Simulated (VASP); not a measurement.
# Cd3Se2S (P3m1) in VASP: further runs, part 2 of 3

VASP 6.6.1. The steps go on from the part before.

### 3 Single point, PBE

This run uses another cell than the first one, of 28.61 Å³/atom.

INCAR

```
SYSTEM = Cd3Se2S
  ALGO = Normal
  EDIFF = 1E-6
  ENCUT = 520
  GGA = PE
  ISIF = 2
  ISMEAR = 0
  LASPH = .TRUE.
  LCHARG = .FALSE.
  LREAL = .FALSE.
  LWAVE = .FALSE.
  NBANDS = 36
  NELM = 60
  PREC = Accurate
  SIGMA = 0.1
```

KPOINTS

```
k-points
0
G
  6 6 2
  0 0 0
```

POSCAR

```
Cd3Se2S
1.0
    4.3258937735      0.0000000000      0.0000000000
   -2.1629468868      3.7463339020      0.0000000000
    0.0000000000      0.0000000000     10.5930873600
Cd Se S
3 2 1
Direct
    0.0000000000      0.0000000000      0.0000326697
    0.6666666667      0.3333333333      0.3421285331
    0.3333333333      0.6666666667      0.6577602381
    0.6666666667      0.3333333333      0.0882517783
    0.0000000000      0.0000000000      0.7466059789
    0.3333333333      0.6666666667      0.4152208019
```

Potentials or basis: VASP PAW PBE potentials, release 64 (Cd, Se, S).

Command:

```sh
> cat potpaw_PBE.64/Cd/POTCAR potpaw_PBE.64/Se/POTCAR potpaw_PBE.64/S/POTCAR > POTCAR
> mpirun -np 1 vasp_std > vasp.out
```

OUTCAR:

```text
SYSTEM = Cd3Se2S
   EDIFF = 1E-6
   ENCUT = 520
   GGA = PE
   ISIF = 2
   ISMEAR = 0
   LASPH = .TRUE.
   LREAL = .FALSE.
   NELM = 60
   PREC = Accurate

 ion  position               nearest neighbor table
   1  0.000  0.000  0.000-   4 2.67   4 2.67   4 2.67   5 2.68
   2  0.667  0.333  0.342-   6 2.61   6 2.61   6 2.61   4 2.69
   3  0.333  0.667  0.658-   6 2.57   5 2.67   5 2.67   5 2.67
   4  0.667  0.333  0.088-   1 2.67   1 2.67   1 2.67   2 2.69
   5  0.000  0.000  0.747-   3 2.67   3 2.67   3 2.67   1 2.68
   6  0.333  0.667  0.415-   3 2.57   2 2.61   2 2.61   2 2.61

  LATTYP: Found a hexagonal cell.
 ALAT       =     4.3258937735
 C/A-ratio  =     2.4487627100

  Lattice vectors:

 A1 = (   4.3258937735,   0.0000000000,   0.0000000000)
 A2 = (  -2.1629468868,   3.7463339020,   0.0000000000)
 A3 = (   0.0000000000,   0.0000000000,  10.5930873600)

Analysis of symmetry for initial positions (statically):
=====================================================================
 Subroutine PRICEL returns:
 Original cell was already a primitive cell.

 Routine SETGRP: Setting up the symmetry group for a
 hexagonal supercell.

 Subroutine GETGRP returns: Found  6 space group operations
 (whereof  6 operations were pure point group operations)
 out of a pool of 24 trial point group operations.

The static configuration has the point symmetry C_3v.

Analysis of symmetry for dynamics (positions and initial velocities):
=====================================================================
 Subroutine PRICEL returns:
 Original cell was already a primitive cell.

 Routine SETGRP: Setting up the symmetry group for a
 hexagonal supercell.

 Subroutine GETGRP returns: Found  6 space group operations
 (whereof  6 operations were pure point group operations)
 out of a pool of 24 trial point group operations.

The dynamic configuration has the point symmetry C_3v.

 Subroutine INISYM returns: Found  6 space group operations
 (whereof  6 operations are pure point group operations),
 and found     1 'primitive' translations

----------------------------------------------------------------------------------------

                                     Primitive cell

  volume of cell :     171.6741

  direct lattice vectors                    reciprocal lattice vectors
     4.325893773  0.000000000  0.000000000     0.231166102  0.133463811  0.000000000
    -2.162946887  3.746333902  0.000000000     0.000000000  0.266927622  0.000000000
     0.000000000  0.000000000 10.593087360     0.000000000  0.000000000  0.094401185

  length of vectors
     4.325893773  4.325893774 10.593087360     0.266927622  0.266927622  0.094401185

  position of ions in fractional coordinates (direct lattice)
     0.000000000  0.000000000  0.000032670
     0.666666667  0.333333333  0.342128533
     0.333333333  0.666666667  0.657760238
     0.666666667  0.333333333  0.088251778
     0.000000000  0.000000000  0.746605979
     0.333333333  0.666666667  0.415220802

  ion indices of the primitive-cell ions
   primitive index   ion index
                 1           1
                 2           2
                 3           3
                 4           4
                 5           5
                 6           6

[... 35 lines left out ...]
  0.000000  0.000000  0.500000      1.000000
  0.166667  0.000000  0.500000      6.000000
  0.333333  0.000000  0.500000      6.000000
  0.500000  0.000000  0.500000      3.000000
  0.166667  0.166667  0.500000      6.000000
  0.333333  0.166667  0.500000     12.000000
  0.333333  0.333333  0.500000      2.000000
   k-points           NKPTS =     14   k-points in BZ     NKDIM =     14   number of bands    NBANDS=     36
   number of dos      NEDOS =    301   number of ions     NIONS =      6
   total plane-waves  NPLWV =  81920
   dimension x,y,z NGX =    32 NGY =   32 NGZ =   80
   dimension x,y,z NGXF=    64 NGYF=   64 NGZF=  160
   ions per type =               3   2   1
   NGX,Y,Z   is equivalent  to a cutoff of  12.30, 12.30, 12.56 a.u.
   NGXF,Y,Z  is equivalent  to a cutoff of  24.60, 24.60, 25.11 a.u.
 SYSTEM =  Cd3Se2S
   PREC   = accura    normal or accurate (medium, high low for compatibility)
   ISTART =      0    job   : 0-new  1-cont  2-samecut
   ICHARG =      2    charge: 1-file 2-atom 10-const
   ISPIN  =      1    spin polarized calculation?
   LNONCOLLINEAR =      F non collinear calculations
   LSORBIT =      F    spin-orbit coupling
   LASPH  =      T    aspherical Exc in radial PAW
   ENCUT  =  520.0 eV  38.22 Ry    6.18 a.u.   8.04  8.04 19.70*2*pi/ulx,y,z
   NELM   =     60;   NELMIN=  2; NELMDL= -5     # of ELM steps
   EDIFF  = 0.1E-05   stopping-criterion for ELM
   LREAL  =      F    real-space projection
   EDIFFG = 0.1E-04   stopping-criterion for IOM
   NSW    =      0    number of steps for IOM
   IBRION =     -1    ionic relax: 0-MD 1-quasi-New 2-CG
   NFREE  =      0    steps in history (QN), initial steepest desc. (CG)
   ISIF   =      2    stress and relaxation
   ISYM   =      2    0-nonsym 1-usesym 2-fastsym
   POTIM  = 0.5000    time-step for ionic-motion
   TEBEG  =    0.0;   TEEND  =   0.0 temperature during run
   PSTRESS=    0.0 pullay stress
   NELECT =      54.0000    total number of electrons
   NUPDOWN=      -1.0000    fix difference up-down
   EMIN   =  10.00;   EMAX   =-10.00  energy-range for DOS
   EFERMI =   0.00;   METHOD = LEGACY
   ISMEAR =     0;   SIGMA  =   0.10  broadening in eV -4-tet -1-fermi 0-gaus
   EFERMI_NEDOS =   21; number of points for ismear=-14 and -15
   IALGO  =     38    algorithm
   IMIX   =      4    mixing-type and parameters
     AMIX     =   0.40;   BMIX     =  1.00
     AMIX_MAG =   1.60;   BMIX_MAG =  1.00
  volume/ion in A,a.u.               =      28.61       193.09
  Fermi-wavevector in a.u.,A,eV,Ry     =   1.113366  2.103956 16.865549  1.239583
  Thomas-Fermi vector in A             =   2.249950
   LORBIT       =      0    0 simple, 1 ext, 2 COOP (PROOUT), +10 PAW based schemes
   GGA     = PE    functional components
   LHFCALC =     F    Hartree Fock is set to
   AEXX    =    0.0000 exact exchange contribution
   IVDW    =     0    specifies the selected vdW correction
   LEPSILON=     F    determine dielectric tensor
   LRPA    =     F    only Hartree local field effects (RPA)
 non-spin polarized calculation
 Gauss-broadening in eV      SIGMA  =   0.10
  energy-cutoff  :      520.00
  volume of cell :      171.67
 maximum number of plane-waves:      4666
   NGX = 17   NGY = 17   NGZ = 39

 number of electron      54.0000003 magnetization

 Free energy of the ion-electron system (eV)
  ---------------------------------------------------
  ext. energy  EPLUGINS =         0.00000000
  ---------------------------------------------------
  free energy    TOTEN  =       -17.09731593 eV

  energy without entropy =      -17.09731485  energy(sigma->0) =      -17.09731539

 E-fermi :   0.9738     XC(G=0):  -8.7076

 val. band max:        0.6917886281   @ k =   0.0000   0.0000   0.0000
 cond. band min:       1.2438878534   @ k =   0.0000   0.0000   0.0000
 fundamental gap:      0.5520992252
 Fermi energy:         0.9737883312

 k-point     1 :       0.0000    0.0000    0.0000
  band No.  band energies     occupation
      1     -11.5972      2.00000
      2     -11.3703      2.00000
      3     -11.2995      2.00000
      4      -7.1140      2.00000
      5      -7.1140      2.00000
      6      -7.0905      2.00000
[... 535 lines left out ...]
     35       7.2929      0.00000
     36       7.3887      0.00000

------------------------ aborting loop because EDIFF is reached ----------------------------------------

  FORCE on cell =-STRESS in cart. coord.  units (eV):
  Direction    XX          YY          ZZ          XY          YZ          ZX
  --------------------------------------------------------------------------------------
  -------------------------------------------------------------------------------------
  Total        0.0037907      0.0037907      0.0283517     -0.0000000     -0.0000000     -0.0000000
  in kB        0.0353770      0.0353770      0.2645966     -0.0000000     -0.0000000     -0.0000000
  external PRESSURE =       0.1117835 kB  Pullay stress =       0.0000000 kB

 VOLUME and BASIS-vectors are now :
 -----------------------------------------------------------------------------
  energy-cutoff  :      520.00
  volume of cell :      171.67
      direct lattice vectors                 reciprocal lattice vectors
     4.325893773  0.000000000  0.000000000     0.231166102  0.133463811  0.000000000
    -2.162946887  3.746333902  0.000000000     0.000000000  0.266927622  0.000000000
     0.000000000  0.000000000 10.593087360     0.000000000  0.000000000  0.094401185

 POSITION                                       TOTAL-FORCE (eV/Angst)
 -----------------------------------------------------------------------------------
      0.00000      0.00000      0.00035        -0.000000      0.000000     -0.026222
      2.16295      1.24878      3.62420        -0.000000      0.000000      0.001691
     -0.00000      2.49756      6.96771         0.000000     -0.000000      0.007657
      2.16295      1.24878      0.93486        -0.000000     -0.000000      0.025499
      0.00000      0.00000      7.90886        -0.000000     -0.000000      0.018569
     -0.00000      2.49756      4.39847         0.000000      0.000000     -0.027194
 -----------------------------------------------------------------------------------
    total drift:                                0.000002     -0.000001     -0.000021

  FREE ENERGIE OF THE ION-ELECTRON SYSTEM (eV)
  ---------------------------------------------------
  free  energy   TOTEN  =       -17.0973159305 eV

  energy  without entropy=      -17.0973148455  energy(sigma->0) =      -17.09731539
```

It took 2.6 min on 1 thread of Intel Xeon 8259CL, shared host; peak memory 0.31 GiB.

Results:

* Free energy: -17.0973 eV
* Pressure: 0.0 GPa
* Largest force: 0.027 eV/Å
* Band gap on the k mesh: 0.55 eV

Forces in eV/Å, atoms in the order of the input:
```
Cd   0.000  0.000 -0.026
Cd   0.000  0.000  0.002
Cd   0.000  0.000  0.008
Se   0.000  0.000  0.025
Se   0.000  0.000  0.019
S    0.000  0.000 -0.027
```

Levels at points of the mesh, in eV from the valence-band top:
| k point | band 25 | band 26 | band 27 | band 28 | band 29 | band 30 |
| --- | --- | --- | --- | --- | --- | --- |
| (0.00, 0.00, 0.00) | -0.11 | 0.00 | 0.00 | 0.55 | 2.32 | 2.51 |
| (0.50, 0.00, 0.00) | -1.43 | -1.11 | -0.88 | 3.18 | 3.33 | 3.38 |
| (0.00, 0.00, 0.50) | -0.30 | -0.09 | -0.09 | 1.72 | 1.88 | 2.46 |
| (0.50, 0.00, 0.50) | -1.36 | -0.76 | -0.71 | 2.41 | 3.55 | 3.77 |

Caveat: semilocal functionals underestimate gaps, and a narrow one can read as zero.

(Continued in part 3 of 3.)
